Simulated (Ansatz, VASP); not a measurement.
**One calculation of Na, two programs**

```
Na
1.0
     0.00000    3.09726    6.50444
     1.88058    0.00000    6.50444
     1.88058    3.09726    0.00000
Na
2
Direct
  0.13161 0.13161 0.86839
  0.86839 0.86839 0.13161
```

Alike in both runs: functional PBE; k mesh 18 × 18 × 18; occupations gaussian, width 0.1 eV; no spin polarisation.

Ansatz relaxed the structure, and its values are those at the end. VASP's run is a single point on that final structure, the one shown.

|  | VASP | Ansatz |
| --- | --- | --- |
| version | VASP 6.6.1 | Ansatz 0.2.0 |
| potentials or method | VASP PAW PBE potentials, release 64 (Na_pv), cutoff 520 eV | scalar-relativistic, plane waves, PAW |
| valence electrons in the cell | 14 | 18 |

```tsv
	VASP	Ansatz	Ansatz less VASP
gap on the k mesh at the Fermi level (eV)	none	none	-
pressure (GPa)	0.0	0.0	-0.03
```

A gap of «none» marks a metal or a gap that the smearing closes. The functional is the same, so the differences come from potentials, cutoffs and numerics. VASP's potentials hold 14 valence electrons a cell and Ansatz's 18, so a difference there can come from the potentials and not from the codes.
